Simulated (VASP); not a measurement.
A run of VASP 6.6.1:

The input POSCAR:

```
W
1.0
   -1.5954228245      1.5954228245      1.5954228245
    1.5954228245     -1.5954228245      1.5954228245
    1.5954228245      1.5954228245     -1.5954228245
W
1
Direct
    0.0000000000      0.0000000000      0.0000000000
```

File INCAR.step1:

```
ALGO = Normal
EDIFF = 1E-4
ENCUT = 520
GGA = PE
ISMEAR = 1
LASPH = True
LCHARG = False
LREAL = False
LWAVE = True
NBANDS = 13
NELM = 80
PREC = Accurate
SIGMA = 0.05
```

The input INCAR.step2:

```
ALGO = Normal
EDIFF = 1E-7
ENCUT = 520
ISIF = 2
ISMEAR = 1
ISTART = 1
LASPH = True
LCHARG = False
LMIXTAU = True
LREAL = False
LWAVE = False
METAGGA = R2SCAN
NBANDS = 13
NELM = 80
PREC = Accurate
SIGMA = 0.05
```

KPOINTS

```
k-points
0
Gamma
  13 13 13
```

Potentials or basis: VASP PAW PBE potentials, release 64 (W_sv).

The run is started by

```console
$ cat potpaw_PBE.64/W_sv/POTCAR > POTCAR
$ cp INCAR.step1 INCAR
$ mpirun -np 1 vasp_std > vasp.out
$ cp INCAR.step2 INCAR
$ mpirun -np 1 vasp_std > vasp.out
```

Hardware: 1 thread of Intel(R) Xeon(R) 6975P-C (Granite Rapids) (shared host).

Task: Estimate the wall time of this run.

Result: It took 27 s on 1 thread of Intel(R) Xeon(R) 6975P-C (Granite Rapids) (shared host), peak memory 0.15 GiB. Counts: k points 84.
